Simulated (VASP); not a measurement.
Ag, 1 atom in the cell. Symmetry: Fm-3m, No. 225, cubic system. Conventional cell: a = 4.073 Å, b = 4.073 Å, c = 4.073 Å, α = 90.00°, β = 90.00°, γ = 90.00°. Ag (site symmetry m-3m) has 12 Ag at 2.88 Å within 3.8 Å.  This cell differs from its parent crystal: volume scaled by 0.99.

```yaml
Program: VASP 6.6.1
Task: electric field gradients
Functional: PBE
Potentials_or_basis: VASP PAW PBE potentials, release 64 (Ag)
Cutoff: 520 eV
k_mesh: 15 × 15 × 15
Occupations: fermi-dirac, width 0.05 eV
Spin: no spin polarisation
Dipole_correction: no
Further_INCAR_settings: ALGO = Normal; EDIFF = 1e-08; NBANDS = 12
```

Potentials or basis: VASP PAW PBE potentials, release 64 (Ag).

Run with:

```console
$ cat potpaw_PBE.64/Ag/POTCAR > POTCAR
$ mpirun -np 1 vasp_std > vasp.out
```

Hardware: 1 thread of Intel(R) Xeon(R) 6975P-C (Granite Rapids), on a shared host.

Problem. Estimate the wall time of this run.

Solution. Run time: 7.5 s on 1 thread of Intel(R) Xeon(R) 6975P-C (Granite Rapids), on a shared host, peak memory 0.15 GiB. Counts: scf iterations 13, k points 120.
